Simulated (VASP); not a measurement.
# Pd (Fm-3m) in VASP: further runs

The runs below take Pd through single point, relaxation of cell and atoms, with r2SCAN.

All numbers are computed with VASP 6.6.1; they aren't measurements. Logs are shortened: lines on timing, memory, paths and dates and some standing lists are left out, and cuts for length are marked.

## Step 1: The cell of the first run

Symmetry: Fm-3m, No. 225, cubic system. Conventional cell: a = 3.907 Å, b = 3.907 Å, c = 3.907 Å, α = 90.00°, β = 90.00°, γ = 90.00°. Within 3.6 Å of Pd (site symmetry m-3m) lie 12 Pd at 2.76 Å.

## Step 2: Single point, r2SCAN

File POSCAR:

```
Pd
1.0
    0.0000000000      1.9537423478      1.9537423478
    1.9537423478      0.0000000000      1.9537423478
    1.9537423478      1.9537423478      0.0000000000
Pd
1
Direct
    0.0000000000      0.0000000000      0.0000000000
```

File INCAR.step1:

```
SYSTEM = Pd
PREC = Accurate ; ENCUT = 520
ISMEAR = 0 ; SIGMA = 0.1
LREAL = .False. ; LASPH = .True.
NELM = 80 ; NBANDS = 11
GGA = PE ; ALGO = Normal
EDIFF = 1E-4 ; LWAVE = .True.
LCHARG = .False.
```

File INCAR.step2:

```
SYSTEM = Pd
PREC = Accurate ; ENCUT = 520
EDIFF = 1E-7 ; ISMEAR = 0
SIGMA = 0.1 ; LREAL = .False.
LASPH = .True. ; NELM = 80
ALGO = Normal ; ISIF = 2
LWAVE = .False. ; LCHARG = .True.
METAGGA = R2SCAN ; LMIXTAU = .True.
LELF = .True. ; LVHAR = .True.
NBANDS = 11 ; ISTART = 1
```

File KPOINTS:

```
regular mesh
0
Gamma
  18 18 18
  0 0 0
```

Potentials or basis: VASP PAW PBE potentials, release 64 (Pd).

Command:

```
cat potpaw_PBE.64/Pd/POTCAR > POTCAR
cp INCAR.step1 INCAR
mpirun -np 1 vasp_std > vasp.out
cp INCAR.step2 INCAR
mpirun -np 1 vasp_std > vasp.out
```

OUTCAR:

```text
SYSTEM = Pd
   PREC = Accurate
   ENCUT = 520
   EDIFF = 1E-7
   ISMEAR = 0
   LREAL = .False.
   LASPH = .True.
   NELM = 80
   ISIF = 2
   METAGGA = R2SCAN
   ISTART = 1

 ion  position               nearest neighbor table
   1  0.000  0.000  0.000-

  LATTYP: Found a face centered cubic cell.
 ALAT       =     3.9074846956

  Lattice vectors:

 A1 = (   0.0000000000,   1.9537423478,   1.9537423478)
 A2 = (   1.9537423478,   0.0000000000,   1.9537423478)
 A3 = (   1.9537423478,   1.9537423478,   0.0000000000)

Analysis of symmetry for initial positions (statically):
=====================================================================
 Subroutine PRICEL returns:
 Original cell was already a primitive cell.

 Routine SETGRP: Setting up the symmetry group for a
 face centered cubic supercell.

 Subroutine GETGRP returns: Found 48 space group operations
 (whereof 48 operations were pure point group operations)
 out of a pool of 48 trial point group operations.

The static configuration has the point symmetry O_h .

Analysis of symmetry for dynamics (positions and initial velocities):
=====================================================================
 Subroutine PRICEL returns:
 Original cell was already a primitive cell.

 Routine SETGRP: Setting up the symmetry group for a
 face centered cubic supercell.

 Subroutine GETGRP returns: Found 48 space group operations
 (whereof 48 operations were pure point group operations)
 out of a pool of 48 trial point group operations.

The dynamic configuration has the point symmetry O_h .

 Subroutine INISYM returns: Found 48 space group operations
 (whereof 48 operations are pure point group operations),
 and found     1 'primitive' translations

----------------------------------------------------------------------------------------

                                     Primitive cell

  volume of cell :      14.9153

  direct lattice vectors                    reciprocal lattice vectors
     0.000000000  1.953742348  1.953742348    -0.255919109  0.255919109  0.255919109
     1.953742348  0.000000000  1.953742348     0.255919109 -0.255919109  0.255919109
     1.953742348  1.953742348  0.000000000     0.255919109  0.255919109 -0.255919109

  length of vectors
     2.763008926  2.763008926  2.763008926     0.443264899  0.443264899  0.443264899

  position of ions in fractional coordinates (direct lattice)
     0.000000000  0.000000000  0.000000000

  ion indices of the primitive-cell ions
   primitive index   ion index
                 1           1

----------------------------------------------------------------------------------------

 KPOINTS: regular mesh

Automatic generation of k-mesh.
 Grid dimensions read from file:
 generate k-points for:   18   18   18

 Generating k-lattice:

  Cartesian coordinates                     Fractional coordinates (reciprocal lattice)
    -0.014217728  0.014217728  0.014217728     0.055555556  0.000000000  0.000000000
     0.014217728 -0.014217728  0.014217728     0.000000000  0.055555556  0.000000000
     0.014217728  0.014217728 -0.014217728     0.000000000  0.000000000  0.055555556

  Length of vectors
     0.024625828  0.024625828  0.024625828

  Shift w.r.t. Gamma in fractional coordinates (k-lattice)
     0.000000000  0.000000000  0.000000000

 Subroutine IBZKPT returns following result:
 ===========================================

 Found    195 irreducible k-points:

 Following reciprocal coordinates:
            Coordinates               Weight
  0.000000  0.000000  0.000000      1.000000
  0.055556  0.000000  0.000000      8.000000
  0.111111  0.000000  0.000000      8.000000
  0.166667  0.000000  0.000000      8.000000
  0.222222  0.000000  0.000000      8.000000
  0.277778  0.000000  0.000000      8.000000
[... 16 lines left out ...]
 -0.277778  0.055556  0.000000     24.000000
 -0.222222  0.055556  0.000000     24.000000
 [... further k-points ...]
   k-points           NKPTS =    195   k-points in BZ     NKDIM =    195   number of bands    NBANDS=     11
   number of dos      NEDOS =    301   number of ions     NIONS =      1
   total plane-waves  NPLWV =  13824
   dimension x,y,z NGX =    24 NGY =   24 NGZ =   24
   dimension x,y,z NGXF=    48 NGYF=   48 NGZF=   48
   ions per type =               1
   NGX,Y,Z   is equivalent  to a cutoff of  14.44, 14.44, 14.44 a.u.
   NGXF,Y,Z  is equivalent  to a cutoff of  28.88, 28.88, 28.88 a.u.
 SYSTEM =  Pd
   PREC   = accura    normal or accurate (medium, high low for compatibility)
   ISTART =      1    job   : 0-new  1-cont  2-samecut
   ICHARG =      0    charge: 1-file 2-atom 10-const
   ISPIN  =      1    spin polarized calculation?
   LNONCOLLINEAR =      F non collinear calculations
   LSORBIT =      F    spin-orbit coupling
   LASPH  =      T    aspherical Exc in radial PAW
   ENCUT  =  520.0 eV  38.22 Ry    6.18 a.u.   5.14  5.14  5.14*2*pi/ulx,y,z
   NELM   =     80;   NELMIN=  2; NELMDL=  0     # of ELM steps
   EDIFF  = 0.1E-06   stopping-criterion for ELM
   LREAL  =      F    real-space projection
   EDIFFG = 0.1E-05   stopping-criterion for IOM
   NSW    =      0    number of steps for IOM
   IBRION =     -1    ionic relax: 0-MD 1-quasi-New 2-CG
   NFREE  =      0    steps in history (QN), initial steepest desc. (CG)
   ISIF   =      2    stress and relaxation
   ISYM   =      2    0-nonsym 1-usesym 2-fastsym
   POTIM  = 0.5000    time-step for ionic-motion
   TEBEG  =    0.0;   TEEND  =   0.0 temperature during run
   PSTRESS=    0.0 pullay stress
   NELECT =      10.0000    total number of electrons
   NUPDOWN=      -1.0000    fix difference up-down
   EMIN   =  10.00;   EMAX   =-10.00  energy-range for DOS
   EFERMI =   0.00;   METHOD = LEGACY
   ISMEAR =     0;   SIGMA  =   0.10  broadening in eV -4-tet -1-fermi 0-gaus
   EFERMI_NEDOS =   21; number of points for ismear=-14 and -15
   IALGO  =     38    algorithm
   IMIX   =      4    mixing-type and parameters
     AMIX     =   0.40;   BMIX     =  1.00
     AMIX_MAG =   1.60;   BMIX_MAG =  1.00
  volume/ion in A,a.u.               =      14.92       100.65
  Fermi-wavevector in a.u.,A,eV,Ry     =   1.432839  2.707674 27.933155  2.053029
  Thomas-Fermi vector in A             =   2.552423
   LORBIT       =      0    0 simple, 1 ext, 2 COOP (PROOUT), +10 PAW based schemes
   METAGGA = R2SCAN    functional components
   LHFCALC =     F    Hartree Fock is set to
   AEXX    =    0.0000 exact exchange contribution
   IVDW    =     0    specifies the selected vdW correction
   LEPSILON=     F    determine dielectric tensor
   LRPA    =     F    only Hartree local field effects (RPA)
 non-spin polarized calculation
 Gauss-broadening in eV      SIGMA  =   0.10
  energy-cutoff  :      520.00
  volume of cell :       14.92
 maximum number of plane-waves:       419
 NGX is ok and might be reduce to    24
   NGX = 11   NGY = 11   NGZ = 11

 number of electron       9.9999998 magnetization

 Free energy of the ion-electron system (eV)
  ---------------------------------------------------
  ext. energy  EPLUGINS =         0.00000000
  ---------------------------------------------------
  free energy    TOTEN  =       -22.95488236 eV

  energy without entropy =      -22.94393028  energy(sigma->0) =      -22.94940632

 E-fermi :   9.4212     XC(G=0): -14.0501

 val. band max:        9.4057582629   @ k =   0.5000   0.1111   0.0000
 cond. band min:       9.4290388765   @ k =  -0.4444   0.3889   0.1111
 fundamental gap:      0.0232806135
 Fermi energy:         9.4211650351

 k-point     1 :       0.0000    0.0000    0.0000
  band No.  band energies     occupation
      1       2.3210      2.00000
      2       6.5565      2.00000
      3       6.5565      2.00000
      4       6.5565      2.00000
      5       8.1372      2.00000
      6       8.1372      2.00000
      7      27.4397      0.00000
      8      31.9140      0.00000
      9      32.3625      0.00000
     10      32.3625      0.00000
     11      32.3625      0.00000

 k-point     2 :       0.0556    0.0000    0.0000
  band No.  band energies     occupation
      1       2.4364      2.00000
      2       6.5161      2.00000
      3       6.5965      2.00000
      4       6.5965      2.00000
      5       8.1183      2.00000
      6       8.1183      2.00000
      7      27.5571      0.00000
      8      31.5451      0.00000
      9      31.9530      0.00000
     10      32.4895      0.00000
     11      32.4895      0.00000

 k-point     3 :       0.1111    0.0000    0.0000
  band No.  band energies     occupation
      1       2.7693      2.00000
      2       6.4164      2.00000
      3       6.7004      2.00000
      4       6.7004      2.00000
      5       8.0796      2.00000
      6       8.0796      2.00000
      7      27.8063      0.00000
      8      29.9825      0.00000
      9      31.9362      0.00000
     10      32.8486      0.00000
     11      32.8486      0.00000

 k-point     4 :       0.1667    0.0000    0.0000
  band No.  band energies     occupation
      1       3.2678      2.00000
      2       6.3293      2.00000
      3       6.8144      2.00000
      4       6.8144      2.00000
      5       8.0783      2.00000
      6       8.0783      2.00000
      7      27.4078      0.00000
      8      28.8092      0.00000
      9      31.9319      0.00000
     10      33.3643      0.00000
     11      33.3643      0.00000
[... 239 lines left out ...]
 k-point    22 :      -0.3333    0.0556    0.0000
  band No.  band energies     occupation
      1       4.2949      2.00000
      2       6.6228      2.00000
      3       6.7034      2.00000
      4       7.8282      2.00000
      5       8.7006      2.00000
      6       9.4906      0.32585
      7      20.7331      0.00000
      8      27.5981      0.00000
      9      31.3740      0.00000
     10      31.9540      0.00000
     11      33.5518      0.00000

 k-point    23 :      -0.2778    0.0556    0.0000
  band No.  band energies     occupation
      1       4.2852      2.00000
      2       6.7083      2.00000
      3       6.8208      2.00000
      4       7.0094      2.00000
      5       8.3365      2.00000
      6       8.9650      2.00000
      7      22.8537      0.00000
      8      28.0987      0.00000
      9      31.8522      0.00000
     10      32.1041      0.00000
     11      35.0208      0.00000

 k-point    24 :      -0.2222    0.0556    0.0000
  band No.  band energies     occupation
      1       4.0419      2.00000
      2       6.3712      2.00000
      3       6.8799      2.00000
      4       6.9085      2.00000
      5       8.0360      2.00000
      6       8.5743      2.00000
      7      24.9857      0.00000
      8      28.5031      0.00000
      9      31.9154      0.00000
     10      32.5066      0.00000
     11      35.0666      0.00000

 [... further k-points ...]

------------------------ aborting loop because EDIFF is reached ----------------------------------------

  FORCE on cell =-STRESS in cart. coord.  units (eV):
  Direction    XX          YY          ZZ          XY          YZ          ZX
  --------------------------------------------------------------------------------------
  -------------------------------------------------------------------------------------
  Total        0.0619917      0.0619917      0.0619917      0.0000000      0.0000000     -0.0000000
  in kB        6.6590465      6.6590465      6.6590465      0.0000000      0.0000000     -0.0000000
  external PRESSURE =       6.6590465 kB  Pullay stress =       0.0000000 kB

 VOLUME and BASIS-vectors are now :
 -----------------------------------------------------------------------------
  energy-cutoff  :      520.00
  volume of cell :       14.92
      direct lattice vectors                 reciprocal lattice vectors
     0.000000000  1.953742348  1.953742348    -0.255919109  0.255919109  0.255919109
     1.953742348  0.000000000  1.953742348     0.255919109 -0.255919109  0.255919109
     1.953742348  1.953742348  0.000000000     0.255919109  0.255919109 -0.255919109

 POSITION                                       TOTAL-FORCE (eV/Angst)
 -----------------------------------------------------------------------------------
      0.00000      0.00000      0.00000         0.000000     -0.000000      0.000000
 -----------------------------------------------------------------------------------
    total drift:                               -0.000000      0.000000      0.000000

  FREE ENERGIE OF THE ION-ELECTRON SYSTEM (eV)
  ---------------------------------------------------
  free  energy   TOTEN  =       -22.9548823569 eV

  energy  without entropy=      -22.9439302791  energy(sigma->0) =      -22.94940632
```

Run time: 3.2 min. Hardware: 1 thread of Intel Xeon 8259CL, shared host; peak memory 0.17 GiB.

Results:

- Free energy: -22.9549 eV
- Pressure: 0.7 GPa
- Band gap on the k mesh: zero (bands 5 and 6 overlap by 1.65 eV)

Levels at points of the mesh, in eV from the Fermi level:
```
           k point  band 3  band 4  band 5  band 6  band 7  band 8
(0.00, 0.00, 0.00)   -2.86   -2.86   -1.28   -1.28   18.02   22.49
(0.50, 0.00, 0.00)   -2.94   -0.04   -0.04    1.31    7.62   17.41
(0.50, 0.50, 0.00)   -0.10    0.30    0.30    3.66   11.19   13.87
```

Caveat: the PAW data sets were made with another functional, which shifts forces and pressure a little.

(Continued in part 2 of 2.)

The gap in the log of VASP goes by the Fermi energy; the results here count the filled bands.